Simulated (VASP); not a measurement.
# BN in VASP: notebook

Runs on BN. Level: PBE. Tasks: single point.

Everything below comes from runs of VASP 6.6.1. Logs are shortened: lines on timing, memory, paths and dates and some standing lists are left out, and cuts for length are marked.

## Step 1: The cell of the first run

The structure is monoclinic, space group Cm (No. 8). The conventional cell has a = 2.472 Å, b = 6.790 Å, c = 2.423 Å, α = 90.00°, β = 118.32°, γ = 90.00°. Within 1.8 Å of B (site symmetry m) lie 3 N at 1.32 to 1.50 Å. Within 1.8 Å of N (site symmetry m) lie 3 B at 1.32 to 1.50 Å.

## Step 2: Single point, PBE (strained and its atoms moved)

INCAR reads:

```
SYSTEM = BN
PREC = Accurate
ENCUT = 520
EDIFF = 1E-7
ISMEAR = 0
SIGMA = 0.02
LREAL = .FALSE.
LASPH = .TRUE.
NELM = 80
ALGO = Normal
ISIF = 2
LWAVE = .FALSE.
LCHARG = .FALSE.
GGA = PE
NBANDS = 11
```

KPOINTS reads:

```
Automatic mesh
0
G
  12 12 12
  0 0 0
```

POSCAR reads:

```
BN
1.0
    0.0433218248      3.3947905467      2.1347262388
    1.2791833603      0.0000000000      2.1597588808
    1.2358615355      3.3947905467      0.0250326420
B N
1 1
Direct
   -0.0234239284     -0.0009438523      1.0234239284
    0.6901239184      0.6676438423      0.3098760816
```

Potentials or basis: VASP PAW PBE potentials, release 64 (B, N).

On the command line:

```bash
cat potpaw_PBE.64/B/POTCAR potpaw_PBE.64/N/POTCAR > POTCAR
mpirun -np 1 vasp_std > vasp.out
```

OUTCAR:

```text
SYSTEM = BN
   PREC = Accurate
   ENCUT = 520
   EDIFF = 1E-7
   ISMEAR = 0
   LREAL = .FALSE.
   LASPH = .TRUE.
   NELM = 80
   ISIF = 2
   GGA = PE

 ion  position               nearest neighbor table
   1  0.977  0.999  0.023-   2 1.32   2 1.46   2 1.50
   2  0.690  0.668  0.310-   1 1.32   1 1.46   1 1.50

  LATTYP: Found a base centered monoclinic cell.
 ALAT       =     2.4722300606
 B/A-ratio  =     2.7463387011
 C/A-ratio  =     0.9802561280
 COS(beta)  =    -0.4743594791

  Lattice vectors:

 A1 = (   1.2358615355,  -3.3947905467,   0.0250326420)
 A2 = (   1.2358615355,   3.3947905467,   0.0250326420)
 A3 = (  -1.1925397107,   0.0000000000,   2.1096935968)

Analysis of symmetry for initial positions (statically):
=====================================================================
 Subroutine PRICEL returns:
 Original cell was already a primitive cell.

 Routine SETGRP: Setting up the symmetry group for a
 base centered monoclinic supercell.

 Subroutine GETGRP returns: Found  2 space group operations
 (whereof  2 operations were pure point group operations)
 out of a pool of  4 trial point group operations.

The static configuration has the point symmetry C_1h.

Analysis of symmetry for dynamics (positions and initial velocities):
=====================================================================
 Subroutine PRICEL returns:
 Original cell was already a primitive cell.

 Routine SETGRP: Setting up the symmetry group for a
 base centered monoclinic supercell.

 Subroutine GETGRP returns: Found  2 space group operations
 (whereof  2 operations were pure point group operations)
 out of a pool of  4 trial point group operations.

The dynamic configuration has the point symmetry C_1h.

 Subroutine INISYM returns: Found  2 space group operations
 (whereof  2 operations are pure point group operations),
 and found     1 'primitive' translations

----------------------------------------------------------------------------------------

                                     Primitive cell

  volume of cell :      17.9051

  direct lattice vectors                    reciprocal lattice vectors
     0.043321825  3.394790547  2.134726239    -0.409488609  0.147284492  0.242532173
     1.279183360  0.000000000  2.159758881     0.399996270 -0.147284492  0.226104604
     1.235861535  3.394790547  0.025032642     0.409488609  0.147284492 -0.242532173

  length of vectors
     4.010428375  2.510153081  3.612835898     0.498192229  0.482507025  0.498192229

  position of ions in fractional coordinates (direct lattice)
[... 83 lines left out ...]
   IBRION =     -1    ionic relax: 0-MD 1-quasi-New 2-CG
   NFREE  =      0    steps in history (QN), initial steepest desc. (CG)
   ISIF   =      2    stress and relaxation
   ISYM   =      2    0-nonsym 1-usesym 2-fastsym
   POTIM  = 0.5000    time-step for ionic-motion
   TEBEG  =    0.0;   TEEND  =   0.0 temperature during run
   PSTRESS=    0.0 pullay stress
   NELECT =       8.0000    total number of electrons
   NUPDOWN=      -1.0000    fix difference up-down
   EMIN   =  10.00;   EMAX   =-10.00  energy-range for DOS
   EFERMI =   0.00;   METHOD = LEGACY
   ISMEAR =     0;   SIGMA  =   0.02  broadening in eV -4-tet -1-fermi 0-gaus
   EFERMI_NEDOS =   21; number of points for ismear=-14 and -15
   IALGO  =     38    algorithm
   IMIX   =      4    mixing-type and parameters
     AMIX     =   0.40;   BMIX     =  1.00
     AMIX_MAG =   1.60;   BMIX_MAG =  1.00
  volume/ion in A,a.u.               =       8.95        60.41
  Fermi-wavevector in a.u.,A,eV,Ry     =   1.251544  2.365075 21.311644  1.566362
  Thomas-Fermi vector in A             =   2.385486
   LORBIT       =      0    0 simple, 1 ext, 2 COOP (PROOUT), +10 PAW based schemes
   GGA     = PE    functional components
   LHFCALC =     F    Hartree Fock is set to
   AEXX    =    0.0000 exact exchange contribution
   IVDW    =     0    specifies the selected vdW correction
   LEPSILON=     F    determine dielectric tensor
   LRPA    =     F    only Hartree local field effects (RPA)
 non-spin polarized calculation
 Gauss-broadening in eV      SIGMA  =   0.02
  energy-cutoff  :      520.00
  volume of cell :       17.91
 maximum number of plane-waves:       497
 NGX is ok and might be reduce to    30
   NGX = 15   NGY =  9   NGZ = 13

 number of electron       8.0000000 magnetization

 Free energy of the ion-electron system (eV)
  ---------------------------------------------------
  ext. energy  EPLUGINS =         0.00000000
  ---------------------------------------------------
  free energy    TOTEN  =       -17.20350175 eV

  energy without entropy =      -17.20350175  energy(sigma->0) =      -17.20350175

 E-fermi :   2.5268     XC(G=0): -10.0124

 val. band max:        2.4271041433   @ k =   0.5000  -0.4167   0.0833
 cond. band min:       5.5100823068   @ k =  -0.0000   0.5000   0.5000
 fundamental gap:      3.0829781634
 Fermi energy:         2.5268396352

 k-point     1 :       0.0000    0.0000    0.0000
  band No.  band energies     occupation
      1     -15.7656      2.00000
      2      -2.2204      2.00000
      3      -0.3486      2.00000
      4       2.4231      2.00000
      5       7.3717      0.00000
      6      12.7311      0.00000
      7      15.7575      0.00000
      8      15.9540      0.00000
      9      17.9306      0.00000
     10      28.6825      0.00000
     11      29.5270      0.00000
[... 309 lines left out ...]
 k-point    24 :       0.3333    0.1667   -0.0000
  band No.  band energies     occupation
      1     -14.1101      2.00000
      2      -3.6796      2.00000
      3      -1.3236      2.00000
      4      -0.2969      2.00000
      5      10.0632      0.00000
      6      11.7547      0.00000
      7      14.6321      0.00000
      8      17.2230      0.00000
      9      21.3896      0.00000
     10      22.5291      0.00000
     11      28.4140      0.00000

 [... further k-points ...]
[... 5 lines left out ...]
  --------------------------------------------------------------------------------------
  -------------------------------------------------------------------------------------
  Total        0.9893018      0.2711504      5.1083517      0.0000000     -0.0000000     -0.7850150
  in kB       88.5243907     24.2629932    457.1039234      0.0000000     -0.0000000    -70.2444628
  external PRESSURE =     189.9637691 kB  Pullay stress =       0.0000000 kB

 VOLUME and BASIS-vectors are now :
 -----------------------------------------------------------------------------
  energy-cutoff  :      520.00
  volume of cell :       17.91
      direct lattice vectors                 reciprocal lattice vectors
     0.043321825  3.394790547  2.134726239    -0.409488609  0.147284492  0.242532173
     1.279183360  0.000000000  2.159758881     0.399996270 -0.147284492  0.226104604
     1.235861535  3.394790547  0.025032642     0.409488609  0.147284492 -0.242532173

 POSITION                                       TOTAL-FORCE (eV/Angst)
 -----------------------------------------------------------------------------------
      1.34923      3.39479      4.24303        -1.300485      0.000000      5.570994
      1.26690      3.39479      2.92293         1.300485      0.000000     -5.570994
 -----------------------------------------------------------------------------------
    total drift:                               -0.000044     -0.000011      0.000015

  FREE ENERGIE OF THE ION-ELECTRON SYSTEM (eV)
  ---------------------------------------------------
  free  energy   TOTEN  =       -17.2035017519 eV

  energy  without entropy=      -17.2035017519  energy(sigma->0) =      -17.20350175
```

Wall time 3.1 min (1 thread of Intel Xeon 8259CL, shared host); peak memory 0.21 GiB.

What came out:

```
Free energy            : -17.2035 eV
Pressure               : 19.0 GPa
Largest force          : 5.721 eV/Å
Band gap on the k mesh : 3.08 eV (least direct gap 4.30 eV)
```

Forces in eV/Å, atoms in the order of the input:
```
B   -1.300  0.000  5.571
N    1.300  0.000 -5.571
```

Caveat: the cell differs from its parent crystal (strained and its atoms moved); the stress differs along the axes, from 2 to 46 GPa; forces of over 1 eV/Å act on the atoms, so gaps and moduli don't describe the material at rest.

## Step 3: Single point, PBE (strained and its atoms moved)

INCAR reads:

```
ALGO     = Normal         # electronic algorithm
EDIFF    = 1E-6           # SCF threshold, eV
ENCUT    = 520            # plane-wave cutoff, eV
GGA      = PE             # functional
ISIF     = 2              # what is computed and relaxed
ISMEAR   = 0              # smearing method
LASPH    = True           # aspherical terms in the spheres
LCHARG   = True           # write CHGCAR
LELF     = True           # ELF
LREAL    = False          # projectors in reciprocal space
LVHAR    = True         
LWAVE    = False          # write WAVECAR
NBANDS   = 11             # bands
NELM     = 100            # most SCF steps
PREC     = Accurate       # precision mode
SIGMA    = 0.02           # smearing width, eV
```

KPOINTS reads:

```
k-points
0
Gamma
  12 12 12
```

POSCAR reads:

```
BN
1.0
    0.0000000000      3.5044815515      2.1279417534
    1.2609692755     -0.0127149556      2.1484592573
    1.2609692755      3.5171965071     -0.0205175039
B N
1 1
Direct
    0.0068149085      0.0071232816      0.9928767184
    0.6598850815      0.6595767084      0.3404232916
```

Potentials or basis: VASP PAW PBE potentials, release 64 (B, N).

On the command line:

```bash
cat potpaw_PBE.64/B/POTCAR potpaw_PBE.64/N/POTCAR > POTCAR
mpirun -np 1 vasp_std > vasp.out
```

OUTCAR:

```text
EDIFF = 1E-6
   ENCUT = 520
   GGA = PE
   ISIF = 2
   ISMEAR = 0
   LASPH = True
   LREAL = False
   NELM = 100
   PREC = Accurate

 ion  position               nearest neighbor table
   1  0.007  0.007  0.993-   2 1.42   2 1.42   2 1.49
   2  0.660  0.660  0.340-   1 1.42   1 1.42   1 1.49

  LATTYP: Found a base centered monoclinic cell.
 ALAT       =     4.2969937633
 B/A-ratio  =     0.5869076592
 C/A-ratio  =     0.9541420232
 COS(beta)  =    -0.5139498449

  Lattice vectors:

 A1 = (   1.2609692755,   0.0127149556,  -2.1484592573)
 A2 = (  -1.2609692755,   0.0127149556,  -2.1484592573)
 A3 = (  -0.0000000000,   3.5044815515,   2.1279417534)

Analysis of symmetry for initial positions (statically):
=====================================================================
 Subroutine PRICEL returns:
 Original cell was already a primitive cell.

 Routine SETGRP: Setting up the symmetry group for a
 base centered monoclinic supercell.

 Subroutine GETGRP returns: Found  2 space group operations
 (whereof  2 operations were pure point group operations)
 out of a pool of  4 trial point group operations.

The static configuration has the point symmetry C_1h.

Analysis of symmetry for dynamics (positions and initial velocities):
=====================================================================
 Subroutine PRICEL returns:
 Original cell was already a primitive cell.

 Routine SETGRP: Setting up the symmetry group for a
 base centered monoclinic supercell.

 Subroutine GETGRP returns: Found  2 space group operations
 (whereof  2 operations were pure point group operations)
 out of a pool of  4 trial point group operations.

The dynamic configuration has the point symmetry C_1h.

 Subroutine INISYM returns: Found  2 space group operations
 (whereof  2 operations are pure point group operations),
 and found     1 'primitive' translations

----------------------------------------------------------------------------------------

                                     Primitive cell

  volume of cell :      19.0565

  direct lattice vectors                    reciprocal lattice vectors
     0.000000000  3.504481552  2.127941753    -0.396520367  0.143521228  0.233574300
     1.260969275 -0.012714956  2.148459257     0.396520367 -0.140805941  0.231891602
     1.260969275  3.517196507 -0.020517504     0.396520367  0.140805941 -0.231891602

  length of vectors
     4.099942323  2.491200988  3.736460324     0.482061923  0.480446073  0.480446073

  position of ions in fractional coordinates (direct lattice)
     0.006814908  0.007123282  0.992876718
     0.659885082  0.659576708  0.340423292

  ion indices of the primitive-cell ions
   primitive index   ion index
                 1           1
                 2           2

----------------------------------------------------------------------------------------

 KPOINTS: k-points

Automatic generation of k-mesh.
 Grid dimensions read from file:
 generate k-points for:   12   12   12

 Generating k-lattice:

  Cartesian coordinates                     Fractional coordinates (reciprocal lattice)
    -0.033043364  0.011960102  0.019464525     0.083333333  0.000000000 -0.000000000
     0.033043364 -0.011733828  0.019324300    -0.000000000  0.083333333 -0.000000000
     0.033043364  0.011733828 -0.019324300     0.000000000  0.000000000  0.083333333

  Length of vectors
     0.040171827  0.040037173  0.040037173

  Shift w.r.t. Gamma in fractional coordinates (k-lattice)
     0.000000000  0.000000000  0.000000000

 Subroutine IBZKPT returns following result:
 ===========================================

 Found    476 irreducible k-points:

 Following reciprocal coordinates:
            Coordinates               Weight
  0.000000  0.000000  0.000000      1.000000
  0.083333  0.000000  0.000000      4.000000
  0.166667  0.000000  0.000000      4.000000
  0.250000  0.000000  0.000000      4.000000
  0.333333  0.000000 -0.000000      4.000000
  0.416667  0.000000  0.000000      4.000000
[... 16 lines left out ...]
  0.250000  0.166667  0.000000      4.000000
  0.333333  0.166667 -0.000000      4.000000
 [... further k-points ...]
   k-points           NKPTS =    476   k-points in BZ     NKDIM =    476   number of bands    NBANDS=     11
   number of dos      NEDOS =    301   number of ions     NIONS =      2
   total plane-waves  NPLWV =  16800
   dimension x,y,z NGX =    30 NGY =   20 NGZ =   28
   dimension x,y,z NGXF=    60 NGYF=   40 NGZF=   56
   ions per type =               1   1
   NGX,Y,Z   is equivalent  to a cutoff of  12.16, 13.35, 12.46 a.u.
   NGXF,Y,Z  is equivalent  to a cutoff of  24.33, 26.69, 24.92 a.u.
 SYSTEM =  unknown system
   PREC   = accura    normal or accurate (medium, high low for compatibility)
   ISTART =      0    job   : 0-new  1-cont  2-samecut
   ICHARG =      2    charge: 1-file 2-atom 10-const
   ISPIN  =      1    spin polarized calculation?
   LNONCOLLINEAR =      F non collinear calculations
   LSORBIT =      F    spin-orbit coupling
   LASPH  =      T    aspherical Exc in radial PAW
   ENCUT  =  520.0 eV  38.22 Ry    6.18 a.u.   7.62  4.63  6.95*2*pi/ulx,y,z
   NELM   =    100;   NELMIN=  2; NELMDL= -5     # of ELM steps
   EDIFF  = 0.1E-05   stopping-criterion for ELM
   LREAL  =      F    real-space projection
   EDIFFG = 0.1E-04   stopping-criterion for IOM
   NSW    =      0    number of steps for IOM
   IBRION =     -1    ionic relax: 0-MD 1-quasi-New 2-CG
   NFREE  =      0    steps in history (QN), initial steepest desc. (CG)
   ISIF   =      2    stress and relaxation
   ISYM   =      2    0-nonsym 1-usesym 2-fastsym
   POTIM  = 0.5000    time-step for ionic-motion
   TEBEG  =    0.0;   TEEND  =   0.0 temperature during run
   PSTRESS=    0.0 pullay stress
   NELECT =       8.0000    total number of electrons
   NUPDOWN=      -1.0000    fix difference up-down
   EMIN   =  10.00;   EMAX   =-10.00  energy-range for DOS
   EFERMI =   0.00;   METHOD = LEGACY
   ISMEAR =     0;   SIGMA  =   0.02  broadening in eV -4-tet -1-fermi 0-gaus
   EFERMI_NEDOS =   21; number of points for ismear=-14 and -15
   IALGO  =     38    algorithm
   IMIX   =      4    mixing-type and parameters
     AMIX     =   0.40;   BMIX     =  1.00
     AMIX_MAG =   1.60;   BMIX_MAG =  1.00
  volume/ion in A,a.u.               =       9.53        64.30
  Fermi-wavevector in a.u.,A,eV,Ry     =   1.225812  2.316448 20.444307  1.502614
  Thomas-Fermi vector in A             =   2.360836
   LORBIT       =      0    0 simple, 1 ext, 2 COOP (PROOUT), +10 PAW based schemes
   GGA     = PE    functional components
   LHFCALC =     F    Hartree Fock is set to
   AEXX    =    0.0000 exact exchange contribution
   IVDW    =     0    specifies the selected vdW correction
   LEPSILON=     F    determine dielectric tensor
   LRPA    =     F    only Hartree local field effects (RPA)
 non-spin polarized calculation
 Gauss-broadening in eV      SIGMA  =   0.02
  energy-cutoff  :      520.00
  volume of cell :       19.06
 maximum number of plane-waves:       527
   NGX = 15   NGY =  9   NGZ = 13

 number of electron       8.0000001 magnetization

 Free energy of the ion-electron system (eV)
  ---------------------------------------------------
  ext. energy  EPLUGINS =         0.00000000
  ---------------------------------------------------
  free energy    TOTEN  =       -17.52394881 eV

  energy without entropy =      -17.52394881  energy(sigma->0) =      -17.52394881

 E-fermi :   2.0928     XC(G=0):  -9.7007

 val. band max:        1.9365647411   @ k =   0.5000  -0.3333   0.1667
 cond. band min:       6.3015100375   @ k =   0.0000   0.5000   0.5000
 fundamental gap:      4.3649452964
 Fermi energy:         2.0927990521

 k-point     1 :       0.0000    0.0000    0.0000
  band No.  band energies     occupation
      1     -15.9320      2.00000
      2      -2.5804      2.00000
      3      -0.1930      2.00000
      4       1.2501      2.00000
      5       6.7686      0.00000
      6      12.7446      0.00000
      7      14.3118      0.00000
      8      14.8877      0.00000
      9      16.3394      0.00000
     10      27.5359      0.00000
     11      28.5340      0.00000
[... 309 lines left out ...]
 k-point    24 :       0.3333    0.1667   -0.0000
  band No.  band energies     occupation
      1     -14.3588      2.00000
      2      -3.6797      2.00000
      3      -2.1304      2.00000
      4      -0.7786      2.00000
      5       9.4432      0.00000
      6      10.9491      0.00000
      7      13.7199      0.00000
      8      17.0041      0.00000
      9      20.5707      0.00000
     10      21.4262      0.00000
     11      26.3047      0.00000

 [... further k-points ...]
[... 5 lines left out ...]
  --------------------------------------------------------------------------------------
  -------------------------------------------------------------------------------------
  Total        0.7473824      0.1650802      0.5638133      0.0000000      0.0007783     -0.0000000
  in kB       62.8362424     13.8791281     47.4026555      0.0000000      0.0654339     -0.0000000
  external PRESSURE =      41.3726753 kB  Pullay stress =       0.0000000 kB

 VOLUME and BASIS-vectors are now :
 -----------------------------------------------------------------------------
  energy-cutoff  :      520.00
  volume of cell :       19.06
      direct lattice vectors                 reciprocal lattice vectors
     0.000000000  3.504481552  2.127941753    -0.396520367  0.143521228  0.233574300
     1.260969275 -0.012714956  2.148459257     0.396520367 -0.140805941  0.231891602
     1.260969275  3.517196507 -0.020517504     0.396520367  0.140805941 -0.231891602

 POSITION                                       TOTAL-FORCE (eV/Angst)
 -----------------------------------------------------------------------------------
      1.26097      3.51593      0.00943         0.000000      0.041665     -2.101754
      1.26097      3.50150      2.81429         0.000000     -0.041665      2.101754
 -----------------------------------------------------------------------------------
    total drift:                               -0.000005     -0.000124      0.000025

  FREE ENERGIE OF THE ION-ELECTRON SYSTEM (eV)
  ---------------------------------------------------
  free  energy   TOTEN  =       -17.5239488109 eV

  energy  without entropy=      -17.5239488109  energy(sigma->0) =      -17.52394881
```

Run time: 3.3 min. Hardware: 1 thread of Intel Xeon 8259CL, shared host; peak memory 0.21 GiB.

Results:

- Free energy: -17.5239 eV
- Pressure: 4.1 GPa
- Largest force: 2.102 eV/Å
- Band gap on the k mesh: 4.36 eV (least direct gap 4.68 eV)

Forces on the atoms (eV/Å):
```
B    0.000  0.042 -2.102
N    0.000 -0.042  2.102
```

Stress tensor (GPa, compression positive):
```
6.28 0.00 0.00
0.00 1.39 0.01
0.00 0.01 4.74
```

Caveat: the cell differs from its parent crystal (strained and its atoms moved); the cell stands under pressure; forces of over 1 eV/Å act on the atoms, so gaps and moduli don't describe the material at rest.

(Part 1 of 2 ends here.)
